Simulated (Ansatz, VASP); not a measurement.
WS2: VASP beside Ansatz

```xyz
6
Lattice="3.1268 0.0000 0.0000 -1.5634 2.7079 0.0000 0.0000 0.0000 12.1592" Properties=species:S:1:pos:R:3 pbc="T T T"
W     0.0000    1.8053    3.0398
W     1.5634    0.9026    9.1194
S     0.0000    1.8053    7.5574
S     1.5634    0.9026    1.4778
S     0.0000    1.8053   10.6814
S     1.5634    0.9026    4.6018
```

Alike in both runs: task single point; functional LDA; k mesh 6 × 6 × 2; no spin polarisation.

```csv
,VASP,Ansatz
version,VASP 6.6.1,Ansatz 0.2.0
potentials or method,"VASP PAW LDA potentials, release 64 (W_sv, S), cutoff 520 eV","all-electron LAPW, scalar-relativistic"
occupations,"gaussian, width 0.01 eV",fixed
```

VASP gave:

| Property | Result |
| --- | --- |
| gap on the k mesh at the Fermi level (eV) | 0.85 |
| pressure (GPa) | 0.4 |
| rms of the force components (eV/Å) | 0.024 |

Question: Estimate Ansatz's values.

Answer: gap on the k mesh at the Fermi level (eV): 0.85; pressure (GPa): 0.0; rms of the force components (eV/Å): 0.002.

LDA's correlation is that of Perdew and Zunger in VASP and of Perdew and Wang (1992) in Ansatz. Atom by atom the forces differ by 0.023 eV/Å (rms over components). Ansatz ran all-electron here, and VASP with PAW potentials.

Neither program's run includes spin-orbit coupling.
